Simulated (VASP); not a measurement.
# BN (F-43m) in VASP: notebook

BN is run at these levels: PBE; tasks: single point.

All numbers are computed with VASP 6.6.1; they aren't measurements. Logs are shortened: lines on timing, memory, paths and dates and some standing lists are left out, and cuts for length are marked.

## (1) The cell of the first run

It takes space group F-43m (No. 216, cubic). The conventional cell has a = 3.567 Å, b = 3.567 Å, c = 3.567 Å, α = 90.00°, β = 90.00°, γ = 90.00°. Within 2.1 Å of B (site symmetry -43m) lie 4 N at 1.54 Å. Within 2.1 Å of N (site symmetry -43m) lie 4 B at 1.54 Å.

## (2) Single point, PBE

Contents of INCAR:

```
PREC = Accurate
ENCUT = 600
EDIFF = 1E-6
ISMEAR = 0
SIGMA = 0.01
LREAL = F
LASPH = T
NELM = 120
ALGO = Normal
ISIF = 2
LWAVE = F
LCHARG = F
GGA = PE
NBANDS = 11
GGA_COMPAT = F
```

Contents of KPOINTS:

```
regular mesh
0
Gamma
  4 4 4
```

Contents of POSCAR:

```
BN
1.0
    0.0000000000      1.7835645722      1.7835645722
    1.7835645722      0.0000000000      1.7835645722
    1.7835645722      1.7835645722      0.0000000000
B N
1 1
Direct
    0.0000000000      0.0000000000      0.0000000000
    0.2500000000      0.2500000000      0.2500000000
```

Potentials or basis: VASP PAW PBE potentials, release 64 (B, N).

Run with:

```console
$ cat potpaw_PBE.64/B/POTCAR potpaw_PBE.64/N/POTCAR > POTCAR
$ mpirun -np 1 vasp_std > vasp.out
```

OUTCAR:

```text
PREC = Accurate
   ENCUT = 600
   EDIFF = 1E-6
   ISMEAR = 0
   LREAL = F
   LASPH = T
   NELM = 120
   ISIF = 2
   GGA = PE

 ion  position               nearest neighbor table
   1  0.000  0.000  0.000-   2 1.54   2 1.54   2 1.54   2 1.54
   2  0.250  0.250  0.250-   1 1.54   1 1.54   1 1.54   1 1.54

  LATTYP: Found a face centered cubic cell.
 ALAT       =     3.5671291444

  Lattice vectors:

 A1 = (   0.0000000000,   1.7835645722,   1.7835645722)
 A2 = (   1.7835645722,   0.0000000000,   1.7835645722)
 A3 = (   1.7835645722,   1.7835645722,   0.0000000000)

Analysis of symmetry for initial positions (statically):
=====================================================================
 Subroutine PRICEL returns:
 Original cell was already a primitive cell.

 Routine SETGRP: Setting up the symmetry group for a
 face centered cubic supercell.

 Subroutine GETGRP returns: Found 24 space group operations
 (whereof 24 operations were pure point group operations)
 out of a pool of 48 trial point group operations.

The static configuration has the point symmetry T_d .

Analysis of symmetry for dynamics (positions and initial velocities):
=====================================================================
 Subroutine PRICEL returns:
 Original cell was already a primitive cell.

 Routine SETGRP: Setting up the symmetry group for a
 face centered cubic supercell.

 Subroutine GETGRP returns: Found 24 space group operations
 (whereof 24 operations were pure point group operations)
 out of a pool of 48 trial point group operations.

The dynamic configuration has the point symmetry T_d .

 Subroutine INISYM returns: Found 24 space group operations
 (whereof 24 operations are pure point group operations),
 and found     1 'primitive' translations

----------------------------------------------------------------------------------------

                                     Primitive cell

  volume of cell :      11.3474

  direct lattice vectors                    reciprocal lattice vectors
     0.000000000  1.783564572  1.783564572    -0.280337481  0.280337481  0.280337481
     1.783564572  0.000000000  1.783564572     0.280337481 -0.280337481  0.280337481
     1.783564572  1.783564572  0.000000000     0.280337481  0.280337481 -0.280337481

  length of vectors
     2.522341207  2.522341207  2.522341207     0.485558761  0.485558761  0.485558761

  position of ions in fractional coordinates (direct lattice)
     0.000000000  0.000000000  0.000000000
     0.250000000  0.250000000  0.250000000

  ion indices of the primitive-cell ions
   primitive index   ion index
                 1           1
                 2           2

----------------------------------------------------------------------------------------

 KPOINTS: regular mesh

Automatic generation of k-mesh.
 Grid dimensions read from file:
 generate k-points for:    4    4    4

 Generating k-lattice:

  Cartesian coordinates                     Fractional coordinates (reciprocal lattice)
    -0.070084370  0.070084370  0.070084370     0.250000000  0.000000000  0.000000000
     0.070084370 -0.070084370  0.070084370     0.000000000  0.250000000  0.000000000
     0.070084370  0.070084370 -0.070084370     0.000000000  0.000000000  0.250000000

  Length of vectors
     0.121389690  0.121389690  0.121389690

  Shift w.r.t. Gamma in fractional coordinates (k-lattice)
     0.000000000  0.000000000  0.000000000

 Subroutine IBZKPT returns following result:
 ===========================================

 Found      8 irreducible k-points:

 Following reciprocal coordinates:
            Coordinates               Weight
  0.000000  0.000000  0.000000      1.000000
  0.250000  0.000000  0.000000      8.000000
  0.500000  0.000000  0.000000      4.000000
  0.250000  0.250000  0.000000      6.000000
  0.500000  0.250000  0.000000     24.000000
 -0.250000  0.250000  0.000000     12.000000
  0.500000  0.500000  0.000000      3.000000
 -0.250000  0.500000  0.250000      6.000000
   k-points           NKPTS =      8   k-points in BZ     NKDIM =      8   number of bands    NBANDS=     11
   number of dos      NEDOS =    301   number of ions     NIONS =      2
   total plane-waves  NPLWV =   8000
   dimension x,y,z NGX =    20 NGY =   20 NGZ =   20
   dimension x,y,z NGXF=    40 NGYF=   40 NGZF=   40
   ions per type =               1   1
   NGX,Y,Z   is equivalent  to a cutoff of  13.18, 13.18, 13.18 a.u.
   NGXF,Y,Z  is equivalent  to a cutoff of  26.36, 26.36, 26.36 a.u.
 SYSTEM =  unknown system
   PREC   = accura    normal or accurate (medium, high low for compatibility)
   ISTART =      0    job   : 0-new  1-cont  2-samecut
   ICHARG =      2    charge: 1-file 2-atom 10-const
   ISPIN  =      1    spin polarized calculation?
   LNONCOLLINEAR =      F non collinear calculations
   LSORBIT =      F    spin-orbit coupling
   LASPH  =      T    aspherical Exc in radial PAW
   ENCUT  =  600.0 eV  44.10 Ry    6.64 a.u.   5.04  5.04  5.04*2*pi/ulx,y,z
   NELM   =    120;   NELMIN=  2; NELMDL= -5     # of ELM steps
   EDIFF  = 0.1E-05   stopping-criterion for ELM
   LREAL  =      F    real-space projection
   EDIFFG = 0.1E-04   stopping-criterion for IOM
   NSW    =      0    number of steps for IOM
   IBRION =     -1    ionic relax: 0-MD 1-quasi-New 2-CG
   NFREE  =      0    steps in history (QN), initial steepest desc. (CG)
   ISIF   =      2    stress and relaxation
   ISYM   =      2    0-nonsym 1-usesym 2-fastsym
   POTIM  = 0.5000    time-step for ionic-motion
   TEBEG  =    0.0;   TEEND  =   0.0 temperature during run
   PSTRESS=    0.0 pullay stress
   NELECT =       8.0000    total number of electrons
   NUPDOWN=      -1.0000    fix difference up-down
   EMIN   =  10.00;   EMAX   =-10.00  energy-range for DOS
   EFERMI =   0.00;   METHOD = LEGACY
   ISMEAR =     0;   SIGMA  =   0.01  broadening in eV -4-tet -1-fermi 0-gaus
   EFERMI_NEDOS =   21; number of points for ismear=-14 and -15
   IALGO  =     38    algorithm
   IMIX   =      4    mixing-type and parameters
     AMIX     =   0.40;   BMIX     =  1.00
     AMIX_MAG =   1.60;   BMIX_MAG =  1.00
  volume/ion in A,a.u.               =       5.67        38.29
  Fermi-wavevector in a.u.,A,eV,Ry     =   1.457044  2.753414 28.884857  2.122977
  Thomas-Fermi vector in A             =   2.573891
   LORBIT       =      0    0 simple, 1 ext, 2 COOP (PROOUT), +10 PAW based schemes
   GGA     = PE    functional components
   LHFCALC =     F    Hartree Fock is set to
   AEXX    =    0.0000 exact exchange contribution
   IVDW    =     0    specifies the selected vdW correction
   LEPSILON=     F    determine dielectric tensor
   LRPA    =     F    only Hartree local field effects (RPA)
 non-spin polarized calculation
 Gauss-broadening in eV      SIGMA  =   0.01
  energy-cutoff  :      600.00
  volume of cell :       11.35
 maximum number of plane-waves:       392
   NGX =  9   NGY =  9   NGZ =  9

 number of electron       7.9999998 magnetization

 Free energy of the ion-electron system (eV)
  ---------------------------------------------------
  ext. energy  EPLUGINS =         0.00000000
  ---------------------------------------------------
  free energy    TOTEN  =       -17.34361416 eV

  energy without entropy =      -17.34361416  energy(sigma->0) =      -17.34361416

 E-fermi :   7.9921     XC(G=0): -13.0113

 val. band max:        7.9392306720   @ k =   0.0000   0.0000   0.0000
 cond. band min:      12.4148604879   @ k =   0.5000   0.5000   0.0000
 fundamental gap:      4.4756298159
 Fermi energy:         7.9920743391

 k-point     1 :       0.0000    0.0000    0.0000
  band No.  band energies     occupation
      1     -12.7688      2.00000
      2       7.9392      2.00000
      3       7.9392      2.00000
      4       7.9392      2.00000
      5      16.9217      0.00000
      6      16.9217      0.00000
      7      16.9217      0.00000
      8      18.9399      0.00000
      9      33.4241      0.00000
     10      36.1703      0.00000
     11      36.1703      0.00000

 k-point     2 :       0.2500    0.0000    0.0000
  band No.  band energies     occupation
      1     -11.2381      2.00000
      2       2.2886      2.00000
      3       6.7599      2.00000
      4       6.7599      2.00000
      5      17.9870      0.00000
      6      18.4994      0.00000
      7      18.4994      0.00000
      8      22.0403      0.00000
      9      31.8714      0.00000
     10      31.8892      0.00000
     11      31.8892      0.00000

 k-point     3 :       0.5000    0.0000    0.0000
  band No.  band energies     occupation
      1      -8.3532      2.00000
      2      -3.1449      2.00000
      3       5.9162      2.00000
      4       5.9162      2.00000
      5      18.5954      0.00000
      6      18.8400      0.00000
      7      18.8400      0.00000
      8      23.5992      0.00000
      9      31.9588      0.00000
     10      35.4344      0.00000
     11      35.4344      0.00000

 k-point     4 :       0.2500    0.2500    0.0000
  band No.  band energies     occupation
      1     -10.7363      2.00000
      2       3.9002      2.00000
      3       4.7888      2.00000
      4       4.7888      2.00000
      5      14.8655      0.00000
      6      19.8342      0.00000
      7      21.7618      0.00000
      8      21.7618      0.00000
      9      26.6841      0.00000
     10      35.9349      0.00000
     11      39.0934      0.00000

 k-point     5 :       0.5000    0.2500    0.0000
  band No.  band energies     occupation
      1      -7.9067      2.00000
      2      -1.1083      2.00000
      3       2.6029      2.00000
      4       4.1223      2.00000
      5      15.6089      0.00000
      6      21.3896      0.00000
      7      22.7971      0.00000
      8      23.0822      0.00000
      9      28.4108      0.00000
     10      35.1907      0.00000
     11      37.1531      0.00000

 k-point     6 :      -0.2500    0.2500    0.0000
  band No.  band energies     occupation
      1      -8.9628      2.00000
      2       0.1203      2.00000
      3       2.1347      2.00000
      4       5.7536      2.00000
      5      17.8588      0.00000
      6      20.4087      0.00000
      7      21.2531      0.00000
      8      23.0284      0.00000
      9      29.9189      0.00000
     10      30.2913      0.00000
     11      35.4951      0.00000

 k-point     7 :       0.5000    0.5000    0.0000
  band No.  band energies     occupation
      1      -6.9295      2.00000
      2      -1.2587      2.00000
      3       2.8224      2.00000
      4       2.8224      2.00000
      5      12.4149      0.00000
      6      17.3671      0.00000
      7      26.4692      0.00000
      8      26.4692      0.00000
      9      29.4157      0.00000
     10      36.0265      0.00000
     11      42.2755      0.00000

 k-point     8 :      -0.2500    0.5000    0.2500
  band No.  band energies     occupation
      1      -6.5852      2.00000
      2       0.1626      2.00000
      3       0.6529      2.00000
      4       1.1289      2.00000
      5      17.6963      0.00000
      6      21.7129      0.00000
      7      22.6623      0.00000
      8      23.2179      0.00000
      9      27.8470      0.00000
     10      34.2298      0.00000
     11      38.0788      0.00000

------------------------ aborting loop because EDIFF is reached ----------------------------------------

  FORCE on cell =-STRESS in cart. coord.  units (eV):
  Direction    XX          YY          ZZ          XY          YZ          ZX
  --------------------------------------------------------------------------------------
  -------------------------------------------------------------------------------------
  Total        1.4417015      1.4417015      1.4417015      0.0000000     -0.0000000      0.0000000
  in kB      203.5585794    203.5585794    203.5585794      0.0000000     -0.0000000      0.0000000
  external PRESSURE =     203.5585794 kB  Pullay stress =       0.0000000 kB

 VOLUME and BASIS-vectors are now :
 -----------------------------------------------------------------------------
  energy-cutoff  :      600.00
  volume of cell :       11.35
      direct lattice vectors                 reciprocal lattice vectors
     0.000000000  1.783564572  1.783564572    -0.280337481  0.280337481  0.280337481
     1.783564572  0.000000000  1.783564572     0.280337481 -0.280337481  0.280337481
     1.783564572  1.783564572  0.000000000     0.280337481  0.280337481 -0.280337481

 POSITION                                       TOTAL-FORCE (eV/Angst)
 -----------------------------------------------------------------------------------
      0.00000      0.00000      0.00000        -0.000000     -0.000000     -0.000000
      0.89178      0.89178      0.89178         0.000000      0.000000      0.000000
 -----------------------------------------------------------------------------------
    total drift:                                0.000000      0.000000      0.000000

  FREE ENERGIE OF THE ION-ELECTRON SYSTEM (eV)
  ---------------------------------------------------
  free  energy   TOTEN  =       -17.3436141557 eV

  energy  without entropy=      -17.3436141557  energy(sigma->0) =      -17.34361416
```

It used 3.7 s of CPU time on 1 thread of Intel Xeon 8259CL, with other jobs on the host.

What came out:

```yaml
Free_energy: -17.3436 eV
Pressure: 20.4 GPa
Band_gap_on_the_k_mesh: 4.48 eV, indirect (least direct gap 8.98 eV)
```

Levels at points of the mesh, in eV from the valence-band top:
```csv
k point,band 1,band 2,band 3,band 4,band 5,band 6,band 7,band 8,band 9
"(0.00, 0.00, 0.00)",-20.71,0.00,0.00,0.00,8.98,8.98,8.98,11.00,25.48
"(0.50, 0.00, 0.00)",-16.29,-11.08,-2.02,-2.02,10.66,10.90,10.90,15.66,24.02
"(0.50, 0.50, 0.00)",-14.87,-9.20,-5.12,-5.12,4.48,9.43,18.53,18.53,21.48
```

Caveat: the k points lie up to 0.76 Å⁻¹ apart.

(Continued in part 2 of 2.)
